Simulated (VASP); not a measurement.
# MgO (P-1) in VASP: further runs

Runs on MgO. Level: LDA. Tasks: single point.

All numbers are computed with VASP 6.6.1; they aren't measurements. Logs are shortened: lines on timing, memory, paths and dates and some standing lists are left out, and cuts for length are marked.

## (1) The cell of the first run

The typed cell holds 12 atoms: a = 3.452 Å, b = 3.452 Å, c = 12.861 Å, α = 76.20°, β = 77.95°, γ = 60.00°.

## (2) Single point, LDA

File INCAR:

```
PREC = Accurate ; ENCUT = 520
EDIFF = 1E-7 ; ISMEAR = 0
SIGMA = 0.05 ; LREAL = F
LASPH = T ; NELM = 80
ALGO = Normal ; ISIF = 2
LWAVE = F ; LCHARG = F
NBANDS = 36
```

File KPOINTS:

```
Automatic mesh
0
Gamma
  8 8 2
```

File POSCAR:

```
MgO
1.0
   -3.4517839558      0.0000000000      0.0000000000
   -1.7258919779     -2.9893325941      0.0000000000
   -2.6847208545     -1.9928883961     12.4189476803
Mg O
6 6
Direct
    0.6296222222      0.6111000000      0.0833500000
    0.4814740741      0.3888777778      0.4166833333
    0.3333259259      0.1666555556      0.7500166667
   -0.0740814815     -0.2777888889      0.9166833333
    0.2222148148      0.1666555556      0.2500166667
    0.0740666667     -0.0555666667      0.5833500000
    0.2592518519      0.0555444444      0.9166833333
    0.5555481481      0.4999888889      0.2500166667
    0.4074000000      0.2777666667      0.5833500000
    0.2962888889      0.2777666667      0.0833500000
    0.1481407407      0.0555444444      0.4166833333
   -0.0000074074     -0.1666777778      0.7500166667
```

Potentials or basis: VASP PAW LDA potentials, release 64 (Mg, O).

Run with:

```sh
> cat potpaw_LDA.64/Mg/POTCAR potpaw_LDA.64/O/POTCAR > POTCAR
> mpirun -np 1 vasp_std > vasp.out
```

OUTCAR:

```text
PREC = Accurate
   ENCUT = 520
   EDIFF = 1E-7
   ISMEAR = 0
   LREAL = F
   LASPH = T
   NELM = 80
   ISIF = 2

 ion  position               nearest neighbor table
   1  0.630  0.611  0.083-  10 1.99  10 1.99  10 1.99   8 2.07   4 2.21   7 2.49   5 2.87   5 2.87
                             5 2.87   4 3.39
   2  0.481  0.389  0.417-  11 1.99  11 1.99  11 1.99   8 2.07   9 2.07   5 2.87   5 2.87   5 2.87
                             6 2.87   6 2.87   6 2.87
   3  0.333  0.167  0.750-  12 1.99  12 1.99  12 1.99   7 2.07   9 2.07   4 2.87   4 2.87   4 2.87
                             6 2.87   6 2.87   6 2.87
   4  0.926  0.722  0.917-   7 1.99   7 1.99   7 1.99  12 2.07   1 2.21  10 2.49   3 2.87   3 2.87
                             3 2.87   1 3.39
   5  0.222  0.167  0.250-   8 1.99   8 1.99   8 1.99  11 2.07  10 2.07   2 2.87   2 2.87   2 2.87
                             1 2.87   1 2.87   1 2.87
   6  0.074  0.944  0.583-   9 1.99   9 1.99   9 1.99  12 2.07  11 2.07   3 2.87   2 2.87   2 2.87
                             2 2.87   3 2.87   3 2.87
   7  0.259  0.056  0.917-   4 1.99   4 1.99   4 1.99   3 2.07   1 2.49
   8  0.556  0.500  0.250-   5 1.99   5 1.99   5 1.99   2 2.07   1 2.07
   9  0.407  0.278  0.583-   6 1.99   6 1.99   6 1.99   3 2.07   2 2.07
  10  0.296  0.278  0.083-   1 1.99   1 1.99   1 1.99   5 2.07   4 2.49
  11  0.148  0.056  0.417-   2 1.99   2 1.99   2 1.99   5 2.07   6 2.07
  12  1.000  0.833  0.750-   3 1.99   3 1.99   3 1.99   4 2.07   6 2.07

  LATTYP: Found a triclinic cell.
 ALAT       =     3.4517839558
 B/A-ratio  =     1.7320508076
 C/A-ratio  =     3.9432666585
 COS(alpha) =     0.0244023682
 COS(beta)  =     0.2254194215
 COS(gamma) =     0.8660254038

  Lattice vectors:

 A1 = (   1.7258919779,   2.9893325941,   0.0000000000)
 A2 = (   5.1776759337,   2.9893325941,   0.0000000000)
 A3 = (  -2.4929550792,   4.9822209902, -12.4189476803)

Analysis of symmetry for initial positions (statically):
=====================================================================
 Subroutine PRICEL returns:
 Original cell was already a primitive cell.

 Routine SETGRP: Setting up the symmetry group for a
 triclinic supercell.

 Subroutine GETGRP returns: Found  2 space group operations
 (whereof  1 operations were pure point group operations)
 out of a pool of  2 trial point group operations.

The static configuration has the point symmetry C_1 .
 The point group associated with its full space group is S_2 .

Analysis of symmetry for dynamics (positions and initial velocities):
=====================================================================
 Subroutine PRICEL returns:
 Original cell was already a primitive cell.

 Routine SETGRP: Setting up the symmetry group for a
 triclinic supercell.

 Subroutine GETGRP returns: Found  2 space group operations
 (whereof  1 operations were pure point group operations)
 out of a pool of  2 trial point group operations.

The dynamic configuration has the point symmetry C_1 .
 The point group associated with its full space group is S_2 .

 Subroutine INISYM returns: Found  2 space group operations
 (whereof  1 operations are pure point group operations),
 and found     1 'primitive' translations

----------------------------------------------------------------------------------------

                                     Primitive cell

  volume of cell :     128.1453

  direct lattice vectors                    reciprocal lattice vectors
    -3.451783956  0.000000000  0.000000000    -0.289705269  0.167261415 -0.035787609
    -1.725891978 -2.989332594  0.000000000     0.000000000 -0.334522830 -0.053681414
    -2.684720855 -1.992888396 12.418947680     0.000000000  0.000000000  0.080522120

  length of vectors
     3.451783956  3.451783956 12.861166032     0.336431682  0.338802624  0.080522120

  position of ions in fractional coordinates (direct lattice)
     0.629622222  0.611100000  0.083350000
     0.481474074  0.388877778  0.416683333
     0.333325926  0.166655556  0.750016667
     0.925918518  0.722211111  0.916683333
     0.222214815  0.166655556  0.250016667
     0.074066667  0.944433333  0.583350000
     0.259251852  0.055544444  0.916683333
     0.555548148  0.499988889  0.250016667
     0.407400000  0.277766667  0.583350000
     0.296288889  0.277766667  0.083350000
     0.148140741  0.055544444  0.416683333
     0.999992593  0.833322222  0.750016667

  ion indices of the primitive-cell ions
   primitive index   ion index
                 1           1
                 2           2
                 3           3
                 4           4
                 5           5
                 6           6
                 7           7
                 8           8
                 9           9
                10          10
                11          11
                12          12

----------------------------------------------------------------------------------------

 KPOINTS: Automatic mesh

Automatic generation of k-mesh.
 Grid dimensions read from file:
 generate k-points for:    8    8    2

 Generating k-lattice:

  Cartesian coordinates                     Fractional coordinates (reciprocal lattice)
    -0.036213159  0.020907677 -0.004473451     0.125000000 -0.000000000 -0.000000000
     0.000000000 -0.041815354 -0.006710177     0.000000000  0.125000000  0.000000000
     0.000000000  0.000000000  0.040261060     0.000000000  0.000000000  0.500000000

  Length of vectors
     0.042053960  0.042350328  0.040261060

  Shift w.r.t. Gamma in fractional coordinates (k-lattice)
     0.000000000  0.000000000  0.000000000

 Subroutine IBZKPT returns following result:
 ===========================================

 Found     68 irreducible k-points:

 Following reciprocal coordinates:
            Coordinates               Weight
  0.000000  0.000000  0.000000      1.000000
  0.125000  0.000000 -0.000000      2.000000
  0.250000  0.000000 -0.000000      2.000000
  0.375000  0.000000 -0.000000      2.000000
  0.500000  0.000000 -0.000000      1.000000
  0.000000  0.125000  0.000000      2.000000
[... 16 lines left out ...]
  0.125000  0.375000 -0.000000      2.000000
  0.250000  0.375000 -0.000000      2.000000
 [... further k-points ...]
   k-points           NKPTS =     68   k-points in BZ     NKDIM =     68   number of bands    NBANDS=     36
   number of dos      NEDOS =    301   number of ions     NIONS =     12
   total plane-waves  NPLWV =  75264
   dimension x,y,z NGX =    28 NGY =   28 NGZ =   96
   dimension x,y,z NGXF=    56 NGYF=   56 NGZF=  192
   ions per type =               6   6
   NGX,Y,Z   is equivalent  to a cutoff of  13.49, 13.49, 12.41 a.u.
   NGXF,Y,Z  is equivalent  to a cutoff of  26.97, 26.97, 24.82 a.u.
 SYSTEM =  unknown system
   PREC   = accura    normal or accurate (medium, high low for compatibility)
   ISTART =      0    job   : 0-new  1-cont  2-samecut
   ICHARG =      2    charge: 1-file 2-atom 10-const
   ISPIN  =      1    spin polarized calculation?
   LNONCOLLINEAR =      F non collinear calculations
   LSORBIT =      F    spin-orbit coupling
   LASPH  =      T    aspherical Exc in radial PAW
   ENCUT  =  520.0 eV  38.22 Ry    6.18 a.u.   6.42  6.42 23.91*2*pi/ulx,y,z
   NELM   =     80;   NELMIN=  2; NELMDL= -5     # of ELM steps
   EDIFF  = 0.1E-06   stopping-criterion for ELM
   LREAL  =      F    real-space projection
   EDIFFG = 0.1E-05   stopping-criterion for IOM
   NSW    =      0    number of steps for IOM
   IBRION =     -1    ionic relax: 0-MD 1-quasi-New 2-CG
   NFREE  =      0    steps in history (QN), initial steepest desc. (CG)
   ISIF   =      2    stress and relaxation
   ISYM   =      2    0-nonsym 1-usesym 2-fastsym
   POTIM  = 0.5000    time-step for ionic-motion
   TEBEG  =    0.0;   TEEND  =   0.0 temperature during run
   PSTRESS=    0.0 pullay stress
   NELECT =      48.0000    total number of electrons
   NUPDOWN=      -1.0000    fix difference up-down
   EMIN   =  10.00;   EMAX   =-10.00  energy-range for DOS
   EFERMI =   0.00;   METHOD = LEGACY
   ISMEAR =     0;   SIGMA  =   0.05  broadening in eV -4-tet -1-fermi 0-gaus
   EFERMI_NEDOS =   21; number of points for ismear=-14 and -15
   IALGO  =     38    algorithm
   IMIX   =      4    mixing-type and parameters
     AMIX     =   0.40;   BMIX     =  1.00
     AMIX_MAG =   1.60;   BMIX_MAG =  1.00
  volume/ion in A,a.u.               =      10.68        72.06
  Fermi-wavevector in a.u.,A,eV,Ry     =   1.180106  2.230077 18.948157  1.392650
  Thomas-Fermi vector in A             =   2.316405
   LORBIT       =      0    0 simple, 1 ext, 2 COOP (PROOUT), +10 PAW based schemes
   GGA     = CA    functional components
   LHFCALC =     F    Hartree Fock is set to
   AEXX    =    0.0000 exact exchange contribution
   IVDW    =     0    specifies the selected vdW correction
   LEPSILON=     F    determine dielectric tensor
   LRPA    =     F    only Hartree local field effects (RPA)
 non-spin polarized calculation
 Gauss-broadening in eV      SIGMA  =   0.05
  energy-cutoff  :      520.00
  volume of cell :      128.15
 maximum number of plane-waves:      3479
 NGX is ok and might be reduce to    28

 number of electron      48.0000016 magnetization

 Free energy of the ion-electron system (eV)
  ---------------------------------------------------
  ext. energy  EPLUGINS =         0.00000000
  ---------------------------------------------------
  free energy    TOTEN  =       -77.14297572 eV

  energy without entropy =      -77.14297572  energy(sigma->0) =      -77.14297572

 E-fermi :   2.5475     XC(G=0): -10.7568

 val. band max:        2.2655793492   @ k =   0.0000   0.0000   0.0000
 cond. band min:       5.0913007163   @ k =   0.0000   0.0000   0.0000
 fundamental gap:      2.8257213671
 Fermi energy:         2.5474511179

 k-point     1 :       0.0000    0.0000    0.0000
  band No.  band energies     occupation
      1     -14.8176      2.00000
      2     -14.4487      2.00000
      3     -14.4133      2.00000
      4     -13.6673      2.00000
      5     -13.6058      2.00000
      6     -13.1882      2.00000
[... 28 lines left out ...]
     35      14.4573      0.00000
     36      14.4955      0.00000
[... 866 lines left out ...]
      6     -13.3238      2.00000
[... 28 lines left out ...]
     35      13.9838      0.00000
     36      14.3482      0.00000

 [... further k-points ...]
[... 5 lines left out ...]
  --------------------------------------------------------------------------------------
  -------------------------------------------------------------------------------------
  Total       -3.7727688     -5.0303099      5.9972617      2.7731932     -2.3876708      3.0270025
  in kB      -47.1702455    -62.8930536     74.9826777     34.6727324    -29.8526158     37.8460646
  external PRESSURE =     -11.6935404 kB  Pullay stress =       0.0000000 kB

 VOLUME and BASIS-vectors are now :
 -----------------------------------------------------------------------------
  energy-cutoff  :      520.00
  volume of cell :      128.15
      direct lattice vectors                 reciprocal lattice vectors
    -3.451783956  0.000000000  0.000000000    -0.289705269  0.167261415 -0.035787609
    -1.725891978 -2.989332594  0.000000000     0.000000000 -0.334522830 -0.053681414
    -2.684720855 -1.992888396 12.418947680     0.000000000  0.000000000  0.080522120

 POSITION                                       TOTAL-FORCE (eV/Angst)
 -----------------------------------------------------------------------------------
     -3.45178     -1.99289      1.03512         1.777005     -0.204032      3.104443
     -3.45178     -1.99289      5.17477        -0.001527     -0.000907      0.001389
     -3.45178     -1.99289      9.31442         0.001078      0.026582     -0.039977
     -6.90357     -3.98578     11.38424        -1.777005      0.204032     -3.104443
     -1.72589     -0.99644      3.10494        -0.001078     -0.026582      0.039977
     -3.45178     -3.98578      7.24459         0.001527      0.000907     -0.001389
     -3.45178     -1.99289     11.38424         0.175324      0.807717     -0.399992
     -3.45178     -1.99289      3.10494        -0.040417     -0.020583     -0.014774
     -3.45178     -1.99289      7.24459         0.001519     -0.000424     -0.002073
     -1.72589     -0.99644      1.03512        -0.175324     -0.807717      0.399992
     -1.72589     -0.99644      5.17477        -0.001519      0.000424      0.002073
     -6.90357     -3.98578      9.31442         0.040417      0.020583      0.014774
 -----------------------------------------------------------------------------------
    total drift:                               -0.000002     -0.000004     -0.000003

  FREE ENERGIE OF THE ION-ELECTRON SYSTEM (eV)
  ---------------------------------------------------
  free  energy   TOTEN  =       -77.1429757195 eV

  energy  without entropy=      -77.1429757195  energy(sigma->0) =      -77.14297572
```

It took 7.4 min on 1 thread of Oxide Virtual Turin-like, shared host; peak memory 0.33 GiB.

What came out:

| Property | Result |
| --- | --- |
| Free energy | -77.1430 eV |
| Pressure | -1.2 GPa |
| Largest force | 3.583 eV/Å |
| Band gap on the k mesh | 2.83 eV, direct |

Forces in eV/Å, atoms in the order of the input:
```
Mg   1.777 -0.204  3.104
Mg  -0.002 -0.001  0.001
Mg   0.001  0.027 -0.040
Mg  -1.777  0.204 -3.104
Mg  -0.001 -0.027  0.040
Mg   0.002  0.001 -0.001
O    0.175  0.808 -0.400
O   -0.040 -0.021 -0.015
O    0.002  0.000 -0.002
O   -0.175 -0.808  0.400
O   -0.002  0.000  0.002
O    0.040  0.021  0.015
```

Caveat: forces of over 1 eV/Å act on the atoms, so gaps and moduli don't describe the material at rest. A k mesh can miss the band edges.

## (3) Single point, LDA

This run uses another cell than the first one, of the same volume but with other edges.

File INCAR:

```
SYSTEM = MgO
PREC = Accurate
ENCUT = 520
EDIFF = 1E-7
ISMEAR = 0
SIGMA = 0.05
LREAL = .False.
LASPH = .True.
NELM = 80
ALGO = Normal
ISIF = 2
LWAVE = .False.
LCHARG = .True.
GGA = CA
LELF = .True.
LVHAR = .True.
NBANDS = 36
```

File KPOINTS:

```
Automatic mesh
0
Gamma
  8 8 2
  0 0 0
```

File POSCAR:

```
MgO
1.0
   -3.4517839558      0.0000000000      0.0000000000
   -1.7258919779     -2.9893325941      0.0000000000
   -0.3835315506     -0.6642961320     12.4189476803
Mg O
6 6
Direct
    0.6666666667      0.6481444444      0.0833500000
    0.6666666667      0.5740703704      0.4166833333
    0.6666666667      0.4999962963      0.7500166667
    0.3333333333      0.1296259259      0.9166833333
    0.3333333333      0.2777740741      0.2500166667
    0.3333333333      0.2037000000      0.5833500000
    0.6666666667      0.4629592593      0.9166833333
    0.6666666667      0.6111074074      0.2500166667
    0.6666666667      0.5370333333      0.5833500000
    0.3333333333      0.3148111111      0.0833500000
    0.3333333333      0.2407370370      0.4166833333
    0.3333333333      0.1666629630      0.7500166667
```

Potentials or basis: VASP PAW LDA potentials, release 64 (Mg, O).

Run with:

```sh
> cat potpaw_LDA.64/Mg/POTCAR potpaw_LDA.64/O/POTCAR > POTCAR
> mpirun -np 1 vasp_std > vasp.out
```

Wall time 7.4 min (1 thread of Oxide Virtual Turin-like, shared host); peak memory 0.33 GiB.

Results (log left out):

- Free energy: -78.6096 eV
- Pressure: -1.6 GPa
- Largest force: 1.476 eV/Å
- Band gap on the k mesh: 3.08 eV, direct

Forces in eV/Å, atoms in the order of the input:
```
Mg   0.027  1.205  0.851
Mg   0.001  0.000  0.001
Mg  -0.030 -0.028 -0.026
Mg  -0.027 -1.205 -0.851
Mg   0.030  0.028  0.026
Mg  -0.001  0.000 -0.001
O   -0.972 -0.788 -0.285
O    0.027  0.000 -0.007
O    0.000  0.001 -0.001
O    0.972  0.788  0.285
O    0.000 -0.001  0.001
O   -0.027  0.000  0.007
```

Stress tensor (GPa, compression positive):
```
-1.90 -1.11  3.03
-1.11 -4.27  5.35
 3.03  5.35  1.30
```

Levels at points of the mesh, in eV from the valence-band top:
| k point | band 20 | band 21 | band 22 | band 23 | band 24 | band 25 | band 26 | band 27 | band 28 | band 29 |
| --- | --- | --- | --- | --- | --- | --- | --- | --- | --- | --- |
| (0.00, 0.00, 0.00) | -1.24 | -1.24 | -1.15 | -0.95 | 0.00 | 3.08 | 4.68 | 4.93 | 7.35 | 7.51 |
| (0.50, 0.00, 0.00) | -1.31 | -1.28 | -0.93 | -0.81 | -0.31 | 6.37 | 6.66 | 6.81 | 7.02 | 7.29 |
| (0.00, 0.50, 0.00) | -1.33 | -1.25 | -0.95 | -0.87 | -0.31 | 6.70 | 6.81 | 6.98 | 7.06 | 7.21 |
| (0.50, 0.50, 0.00) | -1.39 | -1.32 | -0.93 | -0.76 | -0.38 | 6.30 | 6.77 | 6.81 | 7.18 | 7.37 |
| (0.00, 0.00, 0.50) | -1.16 | -1.13 | -1.12 | -0.76 | -0.31 | 3.50 | 3.80 | 6.01 | 6.22 | 8.58 |
| (0.50, 0.00, 0.50) | -1.11 | -1.10 | -1.07 | -0.92 | -0.38 | 6.37 | 6.70 | 6.78 | 6.96 | 7.55 |
| (0.00, 0.50, 0.50) | -1.18 | -1.09 | -1.05 | -0.94 | -0.36 | 6.71 | 6.81 | 6.93 | 6.99 | 7.65 |
| (0.50, 0.50, 0.50) | -1.13 | -1.09 | -0.93 | -0.92 | -0.46 | 6.30 | 6.72 | 6.91 | 6.97 | 7.79 |

Caveat: forces of over 1 eV/Å act on the atoms, so gaps and moduli don't describe the material at rest. A hybrid or GW would open this gap; LDA tends to underestimate it.
